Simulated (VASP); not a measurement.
# NaH (Fm-3m) in VASP: further runs, part 2 of 3

VASP 6.6.1.

**3. Relaxation of cell and atoms, PBE**

This run uses another cell than the first one, of 14.53 Å³/atom, 0.995 times its volume.

Input file INCAR:

```
PREC = Accurate
ENCUT = 600
EDIFF = 1E-7
ISMEAR = -1
SIGMA = 0.02
LREAL = F
LASPH = T
NELM = 80
ALGO = Normal
ISIF = 3
LWAVE = F
LCHARG = F
GGA = PE
IBRION = 2
NSW = 80
EDIFFG = -0.01
```

Input file KPOINTS:

```
regular mesh
0
Gamma
  10 10 10
```

Input file POSCAR:

```
NaH
1.0
    0.0000000000      2.4400000000      2.4400000000
    2.4400000000      0.0000000000      2.4400000000
    2.4400000000      2.4400000000      0.0000000000
Na H
1 1
Direct
    0.0000000000      0.0000000000      0.0000000000
    0.5000000000      0.5000000000      0.5000000000
```

Potentials or basis: VASP PAW PBE potentials, release 64 (Na_pv, H).

Launch:

```bash
cat potpaw_PBE.64/Na_pv/POTCAR potpaw_PBE.64/H/POTCAR > POTCAR
mpirun -np 1 vasp_std > vasp.out
```

OUTCAR:

```text
PREC = Accurate
   ENCUT = 600
   EDIFF = 1E-7
   ISMEAR = -1
   LREAL = F
   LASPH = T
   NELM = 80
   ISIF = 3
   GGA = PE
   IBRION = 2
   NSW = 80
   EDIFFG = -0.01

 ion  position               nearest neighbor table
   1  0.000  0.000  0.000-
   2  0.500  0.500  0.500-

  LATTYP: Found a face centered cubic cell.
 ALAT       =     4.8800000000

  Lattice vectors:

 A1 = (   0.0000000000,   2.4400000000,   2.4400000000)
 A2 = (   2.4400000000,   0.0000000000,   2.4400000000)
 A3 = (   2.4400000000,   2.4400000000,   0.0000000000)

Analysis of symmetry for initial positions (statically):
=====================================================================
 Subroutine PRICEL returns:
 Original cell was already a primitive cell.

 Routine SETGRP: Setting up the symmetry group for a
 face centered cubic supercell.

 Subroutine GETGRP returns: Found 48 space group operations
 (whereof 48 operations were pure point group operations)
 out of a pool of 48 trial point group operations.

The static configuration has the point symmetry O_h .

Analysis of symmetry for dynamics (positions and initial velocities):
=====================================================================
 Subroutine PRICEL returns:
 Original cell was already a primitive cell.

 Routine SETGRP: Setting up the symmetry group for a
 face centered cubic supercell.

 Subroutine GETGRP returns: Found 48 space group operations
 (whereof 48 operations were pure point group operations)
 out of a pool of 48 trial point group operations.

The dynamic configuration has the point symmetry O_h .

 Subroutine INISYM returns: Found 48 space group operations
 (whereof 48 operations are pure point group operations),
 and found     1 'primitive' translations

----------------------------------------------------------------------------------------

                                     Primitive cell

  volume of cell :      29.0536

  direct lattice vectors                    reciprocal lattice vectors
     0.000000000  2.440000000  2.440000000    -0.204918033  0.204918033  0.204918033
     2.440000000  0.000000000  2.440000000     0.204918033 -0.204918033  0.204918033
     2.440000000  2.440000000  0.000000000     0.204918033  0.204918033 -0.204918033

  length of vectors
     3.450681092  3.450681092  3.450681092     0.354928444  0.354928444  0.354928444

  position of ions in fractional coordinates (direct lattice)
     0.000000000  0.000000000  0.000000000
     0.500000000  0.500000000  0.500000000

  ion indices of the primitive-cell ions
   primitive index   ion index
                 1           1
                 2           2

----------------------------------------------------------------------------------------

 KPOINTS: regular mesh

Automatic generation of k-mesh.
 Grid dimensions read from file:
 generate k-points for:   10   10   10

 Generating k-lattice:

  Cartesian coordinates                     Fractional coordinates (reciprocal lattice)
    -0.020491803  0.020491803  0.020491803     0.100000000  0.000000000  0.000000000
[... 39 lines left out ...]
  0.400000  0.300000  0.000000     24.000000
 [... further k-points ...]
   k-points           NKPTS =     47   k-points in BZ     NKDIM =     47   number of bands    NBANDS=      8
   number of dos      NEDOS =    301   number of ions     NIONS =      2
   total plane-waves  NPLWV =  21952
   dimension x,y,z NGX =    28 NGY =   28 NGZ =   28
   dimension x,y,z NGXF=    56 NGYF=   56 NGZF=   56
   ions per type =               1   1
   NGX,Y,Z   is equivalent  to a cutoff of  13.49, 13.49, 13.49 a.u.
   NGXF,Y,Z  is equivalent  to a cutoff of  26.98, 26.98, 26.98 a.u.
 SYSTEM =  unknown system
   PREC   = accura    normal or accurate (medium, high low for compatibility)
   ISTART =      0    job   : 0-new  1-cont  2-samecut
   ICHARG =      2    charge: 1-file 2-atom 10-const
   ISPIN  =      1    spin polarized calculation?
   LNONCOLLINEAR =      F non collinear calculations
   LSORBIT =      F    spin-orbit coupling
   LASPH  =      T    aspherical Exc in radial PAW
   ENCUT  =  600.0 eV  44.10 Ry    6.64 a.u.   6.89  6.89  6.89*2*pi/ulx,y,z
   NELM   =     80;   NELMIN=  2; NELMDL= -5     # of ELM steps
   EDIFF  = 0.1E-06   stopping-criterion for ELM
   LREAL  =      F    real-space projection
   EDIFFG = -.1E-01   stopping-criterion for IOM
   NSW    =     80    number of steps for IOM
   IBRION =      2    ionic relax: 0-MD 1-quasi-New 2-CG
   NFREE  =      1    steps in history (QN), initial steepest desc. (CG)
   ISIF   =      3    stress and relaxation
   ISYM   =      2    0-nonsym 1-usesym 2-fastsym
   POTIM  = 0.5000    time-step for ionic-motion
   TEBEG  =    0.0;   TEEND  =   0.0 temperature during run
   PSTRESS=    0.0 pullay stress
   NELECT =       8.0000    total number of electrons
   NUPDOWN=      -1.0000    fix difference up-down
   EMIN   =  10.00;   EMAX   =-10.00  energy-range for DOS
   EFERMI =   0.00;   METHOD = LEGACY
   ISMEAR =    -1;   SIGMA  =   0.02  broadening in eV -4-tet -1-fermi 0-gaus
   EFERMI_NEDOS =   21; number of points for ismear=-14 and -15
   IALGO  =     38    algorithm
   IMIX   =      4    mixing-type and parameters
     AMIX     =   0.40;   BMIX     =  1.00
     AMIX_MAG =   1.60;   BMIX_MAG =  1.00
  volume/ion in A,a.u.               =      14.53        98.03
  Fermi-wavevector in a.u.,A,eV,Ry     =   1.065054  2.012660 15.433636  1.134340
  Thomas-Fermi vector in A             =   2.200593
   LORBIT       =      0    0 simple, 1 ext, 2 COOP (PROOUT), +10 PAW based schemes
   GGA     = PE    functional components
   LHFCALC =     F    Hartree Fock is set to
   AEXX    =    0.0000 exact exchange contribution
   IVDW    =     0    specifies the selected vdW correction
   LEPSILON=     F    determine dielectric tensor
   LRPA    =     F    only Hartree local field effects (RPA)
 conjugate gradient relaxation of ions
 non-spin polarized calculation
  energy-cutoff  :      600.00
  volume of cell :       29.05
 maximum number of plane-waves:       982
   NGX = 13   NGY = 13   NGZ = 13

--------------------------------------- Ionic step        1  -------------------------------------------

 number of electron       8.0000008 magnetization

 Free energy of the ion-electron system (eV)
  ---------------------------------------------------
  ext. energy  EPLUGINS =         0.00000000
  ---------------------------------------------------
  free energy    TOTEN  =        -5.08637544 eV

  energy without entropy =       -5.08637544  energy(sigma->0) =       -5.08637544

------------------------ aborting loop because EDIFF is reached ----------------------------------------

  FORCE on cell =-STRESS in cart. coord.  units (eV):
  Direction    XX          YY          ZZ          XY          YZ          ZX
  --------------------------------------------------------------------------------------
  -------------------------------------------------------------------------------------
  Total       -0.1169439     -0.1169439     -0.1169439     -0.0000000      0.0000000      0.0000000
  in kB       -6.4489463     -6.4489463     -6.4489463     -0.0000000      0.0000000      0.0000000
  external PRESSURE =      -6.4489463 kB  Pullay stress =       0.0000000 kB
[... 59 lines left out ...]
--------------------------------------- Ionic step        3  -------------------------------------------

 number of electron       8.0000000 magnetization

 Free energy of the ion-electron system (eV)
  ---------------------------------------------------
  ext. energy  EPLUGINS =         0.00000000
  ---------------------------------------------------
  free energy    TOTEN  =        -5.08806850 eV

  energy without entropy =       -5.08806850  energy(sigma->0) =       -5.08806850

 E-fermi :  -0.6233     XC(G=0):  -7.7570

 val. band max:       -1.1437285729   @ k =  -0.3000   0.5000   0.2000
 cond. band min:       2.6284125181   @ k =   0.5000   0.0000   0.0000
 fundamental gap:      3.7721410910
 Fermi energy:        -0.6232933575

 k-point     1 :       0.0000    0.0000    0.0000
  band No.  band energies     occupation
      1     -23.2349      2.00000
      2     -23.2349      2.00000
      3     -23.2349      2.00000
      4      -4.7327      2.00000
      5       9.2584      0.00000
      6      14.4488      0.00000
      7      14.4488      0.00000
      8      14.4488      0.00000
[... 243 lines left out ...]
 k-point    24 :       0.4000    0.3000    0.0000
  band No.  band energies     occupation
      1     -23.3026      2.00000
      2     -23.2617      2.00000
      3     -23.2589      2.00000
      4      -2.2650      2.00000
      5       4.7218      0.00000
      6       8.1134      0.00000
      7      10.0742      0.00000
      8      10.8628      0.00000

 [... further k-points ...]
[... 5 lines left out ...]
  --------------------------------------------------------------------------------------
  -------------------------------------------------------------------------------------
  Total       -0.0144357     -0.0144357     -0.0144357     -0.0000000      0.0000000      0.0000000
  in kB       -0.8166527     -0.8166527     -0.8166527     -0.0000000      0.0000000      0.0000000
  external PRESSURE =      -0.8166527 kB  Pullay stress =       0.0000000 kB
[... 17 lines left out ...]
  FREE ENERGIE OF THE ION-ELECTRON SYSTEM (eV)
  ---------------------------------------------------
  free  energy   TOTEN  =        -5.0880684979 eV

  energy  without entropy=       -5.0880684979  energy(sigma->0) =       -5.08806850

 reached required accuracy - stopping structural energy minimisation
```

Wall time 26 s (1 thread of Oxide Virtual Turin-like, shared host); peak memory 0.12 GiB.

What came out:

```yaml
Free_energy: -5.0881 eV
Relaxed_volume: 14.16 Å³/atom
Relaxed_cell: a = 3.421 Å, b = 3.421 Å, c = 3.421 Å, α = 60.00°, β = 60.00°, γ = 60.00°
Space_group_after_relaxing_to_0.05_Å: Fm-3m (No. 225)
Energy_gained_by_relaxing: 0.8 meV/atom
Ionic_steps: 3
Pressure_after_relaxing: -0.1 GPa
Band_gap_on_the_k_mesh: 3.77 eV, indirect (least direct gap 4.61 eV)
```

Step by step:
```
step  energy change (eV)  largest force (eV/Å)  pressure (GPa)  volume (Å³)
   1              0.0000                0.0000           -0.64        29.05
   2             -0.0009                0.0000           -0.46        28.81
   3             -0.0017                0.0000           -0.08        28.32
```

Final structure:
```yaml
crystal:
  lattice:
    - [0.00000, 2.41932, 2.41932]
    - [2.41932, 0.00000, 2.41932]
    - [2.41932, 2.41932, 0.00000]
  atoms:
    - { symbol: Na, position: [0.00000, 0.00000, 0.00000] }
    - { symbol: H, position: [0.50000, 0.50000, 0.50000] }
```

Levels at points of the mesh, in eV from the valence-band top:
| k point | band 1 | band 2 | band 3 | band 4 | band 5 | band 6 | band 7 | band 8 |
| --- | --- | --- | --- | --- | --- | --- | --- | --- |
| (0.00, 0.00, 0.00) | -22.09 | -22.09 | -22.09 | -3.59 | 10.40 | 15.59 | 15.59 | 15.59 |
| (0.50, 0.00, 0.00) | -22.18 | -22.10 | -22.10 | -0.84 | 3.77 | 10.77 | 13.38 | 13.38 |
| (0.50, 0.50, 0.00) | -22.17 | -22.12 | -22.12 | -0.16 | 4.65 | 10.04 | 10.67 | 10.67 |

**4. Relaxation of cell and atoms, PBEsol**

This run uses another cell than the first one, of 14.53 Å³/atom, 0.995 times its volume.

Input file INCAR:

```
SYSTEM = NaH
PREC = Accurate
ENCUT = 600
EDIFF = 1E-6
ISMEAR = -1
SIGMA = 0.02
LREAL = .False.
LASPH = .True.
NELM = 60
ALGO = Normal
ISIF = 3
LWAVE = .False.
LCHARG = .False.
GGA = PS
IBRION = 2
NSW = 80
EDIFFG = -0.01
```

Input file KPOINTS:

```
regular mesh
0
Gamma
  10 10 10
  0 0 0
```

POSCAR is that of step 3.

Launch:

```bash
cat potpaw_PBE.64/Na_pv/POTCAR potpaw_PBE.64/H/POTCAR > POTCAR
mpirun -np 1 vasp_std > vasp.out
```

Run time: 28 s. Hardware: 1 thread of Oxide Virtual Turin-like, shared host; peak memory 0.12 GiB.

It converged, with:

```
Free energy                            : -5.0866 eV
Relaxed volume                         : 13.76 Å³/atom
Relaxed cell                           : a = 3.389 Å, b = 3.389 Å, c = 3.389 Å, α = 60.00°, β = 60.00°, γ = 60.00°
Space group after relaxing (to 0.05 Å) : Fm-3m (No. 225)
Energy gained by relaxing              : 2.9 meV/atom
Ionic steps                            : 4
Pressure after relaxing                : 0.0 GPa
Band gap on the k mesh                 : 3.62 eV, indirect (least direct gap 4.51 eV)
```

The path:
```
step  energy change (eV)  largest force (eV/Å)  pressure (GPa)  volume (Å³)
   1              0.0000                0.0000           -1.19        29.05
   2             -0.0029                0.0000           -0.84        28.60
   3             -0.0056                0.0000           -0.24        27.82
   4             -0.0058                0.0000            0.02        27.52
```

Final structure:
```
Na H
1.0
     0.00000    2.39633    2.39633
     2.39633    0.00000    2.39633
     2.39633    2.39633    0.00000
Na H
1 1
Direct
  0.00000 0.00000 0.00000
  0.50000 0.50000 0.50000
```

Levels at points of the mesh, in eV from the valence-band top:
| k point | band 1 | band 2 | band 3 | band 4 | band 5 | band 6 | band 7 | band 8 |
| --- | --- | --- | --- | --- | --- | --- | --- | --- |
| (0.00, 0.00, 0.00) | -21.94 | -21.94 | -21.94 | -3.78 | 10.65 | 15.60 | 15.60 | 15.60 |
| (0.50, 0.00, 0.00) | -22.04 | -21.95 | -21.95 | -0.89 | 3.62 | 10.82 | 13.40 | 13.40 |
| (0.50, 0.50, 0.00) | -22.03 | -21.97 | -21.97 | -0.17 | 4.48 | 9.88 | 10.67 | 10.67 |

Caveat: the PAW data sets were made with another functional, which shifts forces and pressure a little. A hybrid or GW would open this gap; PBEsol tends to underestimate it.

(Continued in part 3 of 3.)
